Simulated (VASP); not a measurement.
# TiAl (P4/mmm) in VASP: a series of runs

TiAl is run at these levels: PBE; tasks: single point.

Everything below comes from runs of VASP 6.6.1. Logs are shortened: lines on timing, memory, paths and dates and some standing lists are left out, and cuts for length are marked.

## Step 1: The cell of the first run

The structure is tetragonal, space group P4/mmm (No. 123). The conventional cell has a = 3.433 Å, b = 3.433 Å, c = 3.179 Å, α = 90.00°, β = 90.00°, γ = 90.00°. Ti (site symmetry 4/mmm) has 8 Al at 2.90 Å and 6 Ti at 3.18 to 3.43 Å within 3.8 Å. Within 3.8 Å of Al (site symmetry 4/mmm) lie 8 Ti at 2.90 Å and 6 Al at 3.18 to 3.43 Å.

## Step 2: Single point, PBE (strain +0.080 along x and y, +0.000 along z)

Input file INCAR:

```
ALGO     = Fast           # electronic algorithm
EDIFF    = 1E-6           # SCF threshold, eV
ENCUT    = 520            # plane-wave cutoff, eV
GGA      = PE             # functional
ISIF     = 2              # what is computed and relaxed
ISMEAR   = 0              # smearing method
LASPH    = True           # aspherical terms in the spheres
LCHARG   = False          # write CHGCAR
LREAL    = False          # projectors in reciprocal space
LWAVE    = False          # write WAVECAR
NBANDS   = 14             # bands
NELM     = 100            # most SCF steps
PREC     = Accurate       # precision mode
SIGMA    = 0.15           # smearing width, eV
```

Input file KPOINTS:

```
k-points
0
Gamma
  16 16 16
```

Input file POSCAR:

```
TiAl
1.0
    3.4333891200      0.0000000000      0.0000000000
    0.0000000000      3.4333891200      0.0000000000
    0.0000000000      0.0000000000      3.1790640000
Ti Al
1 1
Direct
    0.0000000000      0.0000000000      0.0000000000
    0.5000000000      0.5000000000      0.5000000000
```

Potentials or basis: VASP PAW PBE potentials, release 64 (Ti_sv, Al).

Run with:

```bash
$ cat potpaw_PBE.64/Ti_sv/POTCAR potpaw_PBE.64/Al/POTCAR > POTCAR
$ mpirun -np 1 vasp_std > vasp.out
```

OUTCAR:

```text
EDIFF = 1E-6
   ENCUT = 520
   GGA = PE
   ISIF = 2
   ISMEAR = 0
   LASPH = True
   LREAL = False
   NELM = 100
   PREC = Accurate

 ion  position               nearest neighbor table
   1  0.000  0.000  0.000-   2 2.90   2 2.90   2 2.90   2 2.90   2 2.90   2 2.90   2 2.90   2 2.90

   2  0.500  0.500  0.500-   1 2.90   1 2.90   1 2.90   1 2.90   1 2.90   1 2.90   1 2.90   1 2.90

  LATTYP: Found a simple tetragonal cell.
 ALAT       =     3.4333891200
 C/A-ratio  =     0.9259259259

  Lattice vectors:

 A1 = (   3.4333891200,   0.0000000000,   0.0000000000)
 A2 = (   0.0000000000,   3.4333891200,   0.0000000000)
 A3 = (   0.0000000000,   0.0000000000,   3.1790640000)

Analysis of symmetry for initial positions (statically):
=====================================================================
 Subroutine PRICEL returns:
 Original cell was already a primitive cell.

 Routine SETGRP: Setting up the symmetry group for a
 simple tetragonal supercell.

 Subroutine GETGRP returns: Found 16 space group operations
 (whereof 16 operations were pure point group operations)
 out of a pool of 16 trial point group operations.

The static configuration has the point symmetry D_4h.

Analysis of symmetry for dynamics (positions and initial velocities):
=====================================================================
 Subroutine PRICEL returns:
 Original cell was already a primitive cell.

 Routine SETGRP: Setting up the symmetry group for a
 simple tetragonal supercell.

 Subroutine GETGRP returns: Found 16 space group operations
 (whereof 16 operations were pure point group operations)
 out of a pool of 16 trial point group operations.

The dynamic configuration has the point symmetry D_4h.

 Subroutine INISYM returns: Found 16 space group operations
 (whereof 16 operations are pure point group operations),
 and found     1 'primitive' translations

----------------------------------------------------------------------------------------

                                     Primitive cell

  volume of cell :      37.4753

  direct lattice vectors                    reciprocal lattice vectors
     3.433389120  0.000000000  0.000000000     0.291257403  0.000000000  0.000000000
     0.000000000  3.433389120  0.000000000     0.000000000  0.291257403  0.000000000
     0.000000000  0.000000000  3.179064000     0.000000000  0.000000000  0.314557996

  length of vectors
     3.433389120  3.433389120  3.179064000     0.291257403  0.291257403  0.314557996

  position of ions in fractional coordinates (direct lattice)
     0.000000000  0.000000000  0.000000000
     0.500000000  0.500000000  0.500000000

  ion indices of the primitive-cell ions
   primitive index   ion index
                 1           1
                 2           2

----------------------------------------------------------------------------------------

 KPOINTS: k-points

Automatic generation of k-mesh.
 Grid dimensions read from file:
 generate k-points for:   16   16   16

 Generating k-lattice:

  Cartesian coordinates                     Fractional coordinates (reciprocal lattice)
     0.018203588  0.000000000  0.000000000     0.062500000  0.000000000  0.000000000
     0.000000000  0.018203588  0.000000000     0.000000000  0.062500000  0.000000000
     0.000000000  0.000000000  0.019659875     0.000000000  0.000000000  0.062500000

  Length of vectors
     0.018203588  0.018203588  0.019659875

  Shift w.r.t. Gamma in fractional coordinates (k-lattice)
     0.000000000  0.000000000  0.000000000

 Subroutine IBZKPT returns following result:
 ===========================================

 Found    405 irreducible k-points:

 Following reciprocal coordinates:
            Coordinates               Weight
  0.000000  0.000000  0.000000      1.000000
  0.062500  0.000000  0.000000      4.000000
  0.125000  0.000000  0.000000      4.000000
  0.187500  0.000000  0.000000      4.000000
  0.250000  0.000000  0.000000      4.000000
  0.312500  0.000000  0.000000      4.000000
[... 16 lines left out ...]
  0.437500  0.125000  0.000000      8.000000
  0.500000  0.125000  0.000000      4.000000
 [... further k-points ...]
   k-points           NKPTS =    405   k-points in BZ     NKDIM =    405   number of bands    NBANDS=     14
   number of dos      NEDOS =    301   number of ions     NIONS =      2
   total plane-waves  NPLWV =  18816
   dimension x,y,z NGX =    28 NGY =   28 NGZ =   24
   dimension x,y,z NGXF=    56 NGYF=   56 NGZF=   48
   ions per type =               1   1
   NGX,Y,Z   is equivalent  to a cutoff of  13.56, 13.56, 12.55 a.u.
   NGXF,Y,Z  is equivalent  to a cutoff of  27.12, 27.12, 25.10 a.u.
 SYSTEM =  unknown system
   PREC   = accura    normal or accurate (medium, high low for compatibility)
   ISTART =      0    job   : 0-new  1-cont  2-samecut
   ICHARG =      2    charge: 1-file 2-atom 10-const
   ISPIN  =      1    spin polarized calculation?
   LNONCOLLINEAR =      F non collinear calculations
   LSORBIT =      F    spin-orbit coupling
   LASPH  =      T    aspherical Exc in radial PAW
   ENCUT  =  520.0 eV  38.22 Ry    6.18 a.u.   6.38  6.38  5.91*2*pi/ulx,y,z
   NELM   =    100;   NELMIN=  2; NELMDL= -5     # of ELM steps
   EDIFF  = 0.1E-05   stopping-criterion for ELM
   LREAL  =      F    real-space projection
   EDIFFG = 0.1E-04   stopping-criterion for IOM
   NSW    =      0    number of steps for IOM
   IBRION =     -1    ionic relax: 0-MD 1-quasi-New 2-CG
   NFREE  =      0    steps in history (QN), initial steepest desc. (CG)
   ISIF   =      2    stress and relaxation
   ISYM   =      2    0-nonsym 1-usesym 2-fastsym
   POTIM  = 0.5000    time-step for ionic-motion
   TEBEG  =    0.0;   TEEND  =   0.0 temperature during run
   PSTRESS=    0.0 pullay stress
   NELECT =      15.0000    total number of electrons
   NUPDOWN=      -1.0000    fix difference up-down
   EMIN   =  10.00;   EMAX   =-10.00  energy-range for DOS
   EFERMI =   0.00;   METHOD = LEGACY
   ISMEAR =     0;   SIGMA  =   0.15  broadening in eV -4-tet -1-fermi 0-gaus
   EFERMI_NEDOS =   21; number of points for ismear=-14 and -15
   IALGO  =     68    algorithm
   IMIX   =      4    mixing-type and parameters
     AMIX     =   0.40;   BMIX     =  1.00
     AMIX_MAG =   1.60;   BMIX_MAG =  1.00
  volume/ion in A,a.u.               =      18.74       126.45
  Fermi-wavevector in a.u.,A,eV,Ry     =   1.206489  2.279934 19.804864  1.455616
  Thomas-Fermi vector in A             =   2.342155
   LORBIT       =      0    0 simple, 1 ext, 2 COOP (PROOUT), +10 PAW based schemes
   GGA     = PE    functional components
   LHFCALC =     F    Hartree Fock is set to
   AEXX    =    0.0000 exact exchange contribution
   IVDW    =     0    specifies the selected vdW correction
   LEPSILON=     F    determine dielectric tensor
   LRPA    =     F    only Hartree local field effects (RPA)
 non-spin polarized calculation
 RMM-DIIS sequential band-by-band and
 Gauss-broadening in eV      SIGMA  =   0.15
  energy-cutoff  :      520.00
  volume of cell :       37.48
 maximum number of plane-waves:      1036
 NGX is ok and might be reduce to    28
   NGX = 13   NGY = 13   NGZ = 11

 number of electron      14.9999996 magnetization

 Free energy of the ion-electron system (eV)
  ---------------------------------------------------
  ext. energy  EPLUGINS =         0.00000000
  ---------------------------------------------------
  free energy    TOTEN  =       -11.92182169 eV

  energy without entropy =      -11.88564498  energy(sigma->0) =      -11.90373333

 E-fermi :   7.1958     XC(G=0): -10.4415

 val. band max:        7.1938695174   @ k =   0.2500   0.2500   0.1250
 cond. band min:       7.1970559407   @ k =   0.3125   0.0000   0.3750
 fundamental gap:      0.0031864234
 Fermi energy:         7.1958375809

 k-point     1 :       0.0000    0.0000    0.0000
  band No.  band energies     occupation
      1     -49.9666      2.00000
      2     -26.2039      2.00000
      3     -26.2039      2.00000
      4     -26.1059      2.00000
      5      -1.3572      2.00000
      6       6.0457      2.00000
      7       6.1509      2.00000
      8       8.4814      0.00000
      9       8.8395      0.00000
     10       8.8395      0.00000
     11      10.3704      0.00000
     12      10.3704      0.00000
     13      12.3168      0.00000
     14      14.8926      0.00000

 k-point     2 :       0.0625    0.0000    0.0000
  band No.  band energies     occupation
      1     -49.9664      2.00000
      2     -26.2067      2.00000
      3     -26.2036      2.00000
      4     -26.1057      2.00000
      5      -1.3053      2.00000
      6       6.0098      2.00000
      7       6.1577      2.00000
      8       8.3752      0.00000
      9       8.7856      0.00000
     10       8.8441      0.00000
     11      10.1540      0.00000
     12      10.5221      0.00000
     13      12.4150      0.00000
     14      14.9349      0.00000

 k-point     3 :       0.1250    0.0000    0.0000
  band No.  band energies     occupation
      1     -49.9659      2.00000
      2     -26.2147      2.00000
      3     -26.2030      2.00000
      4     -26.1051      2.00000
      5      -1.1506      2.00000
      6       5.8445      2.00000
      7       6.2065      2.00000
      8       8.1300      0.00000
      9       8.6436      0.00000
     10       8.8570      0.00000
     11       9.7052      0.00000
     12      10.9047      0.00000
     13      12.6906      0.00000
     14      14.8073      0.00000
[... 324 lines left out ...]
 k-point    23 :       0.4375    0.1250    0.0000
  band No.  band energies     occupation
      1     -49.9610      2.00000
      2     -26.2733      2.00000
      3     -26.2081      2.00000
      4     -26.0997      2.00000
      5       1.0586      2.00000
      6       2.9922      2.00000
      7       6.6480      2.00000
      8       6.9028      1.99426
      9       7.9127      0.00000
     10       8.8246      0.00000
     11       9.3610      0.00000
     12      12.4176      0.00000
     13      14.0008      0.00000
     14      15.6750      0.00000

 k-point    24 :       0.5000    0.1250    0.0000
  band No.  band energies     occupation
      1     -49.9608      2.00000
      2     -26.2761      2.00000
      3     -26.2079      2.00000
      4     -26.0994      2.00000
      5       1.3398      2.00000
      6       2.6569      2.00000
      7       6.7667      1.99995
      8       6.7881      1.99988
      9       7.8847      0.00000
     10       8.8306      0.00000
     11       9.3837      0.00000
     12      12.6091      0.00000
     13      13.8414      0.00000
     14      15.5217      0.00000

 [... further k-points ...]
[... 5 lines left out ...]
  --------------------------------------------------------------------------------------
  -------------------------------------------------------------------------------------
  Total       -2.6270872     -2.6270872     -3.1401013      0.0000000      0.0000000      0.0000000
  in kB     -112.3155151   -112.3155151   -134.2483380      0.0000000      0.0000000      0.0000000
  external PRESSURE =    -119.6264561 kB  Pullay stress =       0.0000000 kB

 VOLUME and BASIS-vectors are now :
 -----------------------------------------------------------------------------
  energy-cutoff  :      520.00
  volume of cell :       37.48
      direct lattice vectors                 reciprocal lattice vectors
     3.433389120  0.000000000  0.000000000     0.291257403  0.000000000  0.000000000
     0.000000000  3.433389120  0.000000000     0.000000000  0.291257403  0.000000000
     0.000000000  0.000000000  3.179064000     0.000000000  0.000000000  0.314557996

 POSITION                                       TOTAL-FORCE (eV/Angst)
 -----------------------------------------------------------------------------------
      0.00000      0.00000      0.00000         0.000000      0.000000      0.000000
      1.71669      1.71669      1.58953         0.000000      0.000000      0.000000
 -----------------------------------------------------------------------------------
    total drift:                               -0.000000     -0.000000     -0.000000

  FREE ENERGIE OF THE ION-ELECTRON SYSTEM (eV)
  ---------------------------------------------------
  free  energy   TOTEN  =       -11.9218216876 eV

  energy  without entropy=      -11.8856449815  energy(sigma->0) =      -11.90373333
```

It took 2.7 min on 1 thread of Intel Xeon 6975P-C (Granite Rapids), shared host; peak memory 0.32 GiB.

Results:

```yaml
Free_energy: -11.9218 eV
Pressure: -12.0 GPa
```

Stress tensor (GPa, compression positive):
```
-11.23   0.00   0.00
  0.00 -11.23   0.00
  0.00   0.00 -13.42
```

Caveat: the cell differs from its parent crystal (strain +0.080 along x and y, +0.000 along z).

## Step 3: Single point, PBE (strain -0.080 along x and y, +0.000 along z)

Input file INCAR:

```
PREC = Accurate ; ENCUT = 520
EDIFF = 1E-6 ; ISMEAR = 0
SIGMA = 0.15 ; LREAL = F
LASPH = T ; NELM = 80
ALGO = Fast ; ISIF = 2
LWAVE = F ; LCHARG = T
GGA = PE ; LELF = T
LVHAR = T ; NBANDS = 14
```

Input file KPOINTS:

```
regular mesh
0
Gamma
  16 16 16
```

Input file POSCAR:

```
TiAl
1.0
    2.9247388800      0.0000000000      0.0000000000
    0.0000000000      2.9247388800      0.0000000000
    0.0000000000      0.0000000000      3.1790640000
Ti Al
1 1
Direct
    0.0000000000      0.0000000000      0.0000000000
    0.5000000000      0.5000000000      0.5000000000
```

Potentials or basis: VASP PAW PBE potentials, release 64 (Ti_sv, Al).

Run with:

```bash
$ cat potpaw_PBE.64/Ti_sv/POTCAR potpaw_PBE.64/Al/POTCAR > POTCAR
$ mpirun -np 1 vasp_std > vasp.out
```

It took 3.7 min on 1 thread of AMD EPYC 7R13 (Zen 3), shared host; peak memory 0.24 GiB.

Results (log left out):

* Free energy: -11.7722 eV
* Pressure: 27.3 GPa

Stress tensor (GPa, compression positive):
```
25.01  0.00  0.00
 0.00 25.01  0.00
 0.00  0.00 31.83
```

Levels at points of the mesh, in eV from the Fermi level:
| k point | band 6 | band 7 | band 8 | band 9 | band 10 | band 11 |
| --- | --- | --- | --- | --- | --- | --- |
| (0.00, 0.00, 0.00) | -1.96 | -1.68 | 2.14 | 2.14 | 2.64 | 3.78 |
| (0.50, 0.00, 0.00) | -5.56 | -0.62 | -0.47 | 0.66 | 2.48 | 4.20 |
| (0.50, 0.50, 0.00) | -1.72 | -1.72 | -1.51 | 0.36 | 0.36 | 3.77 |
| (0.00, 0.00, 0.50) | -5.70 | -0.83 | 0.62 | 0.62 | 2.80 | 3.05 |
| (0.50, 0.00, 0.50) | -2.45 | -1.88 | -1.65 | 1.05 | 1.24 | 3.19 |
| (0.50, 0.50, 0.50) | -3.54 | -3.54 | 1.80 | 3.18 | 3.29 | 3.74 |

Caveat: the cell differs from its parent crystal (strain -0.080 along x and y, +0.000 along z).
